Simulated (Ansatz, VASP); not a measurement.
# ScH5 in VASP and in Ansatz

```
Sc H
1.0
     3.62682    0.00000    0.00000
     0.00000    3.62682    0.00000
     0.00000    0.00000    3.62682
Sc H
1 5
Direct
  0.50000 0.50000 0.50000
  0.19828 0.19828 0.19828
  0.80172 0.80172 0.19828
  0.80172 0.19828 0.80172
  0.19828 0.80172 0.80172
  0.00000 0.00000 0.00000
```

Alike in both runs: functional PBE; k mesh 8 × 8 × 8; occupations gaussian, width 0.02 eV; no spin polarisation.

Ansatz relaxed the structure, and its values are those at the end. VASP's run is a single point on that final structure, the one shown.

|  | VASP | Ansatz |
| --- | --- | --- |
| version | VASP 6.6.1 | Ansatz 0.2.0 |
| potentials or method | VASP PAW PBE potentials, release 64 (Sc_sv, H), cutoff 520 eV | scalar-relativistic, plane waves, PAW |
| valence electrons in the cell | 16 | 16 |

```tsv
	VASP	Ansatz	Ansatz less VASP
gap on the k mesh at the Fermi level (eV)	1.14	1.14	+0.005
least direct gap on the mesh (eV)	1.14	1.14	+0.005
pressure (GPa)	-0.1	0.0	+0.05
rms of the force components (eV/Å)	0.005	0.000	-0.0048
```

The functional is the same, so the differences come from potentials, cutoffs and numerics.
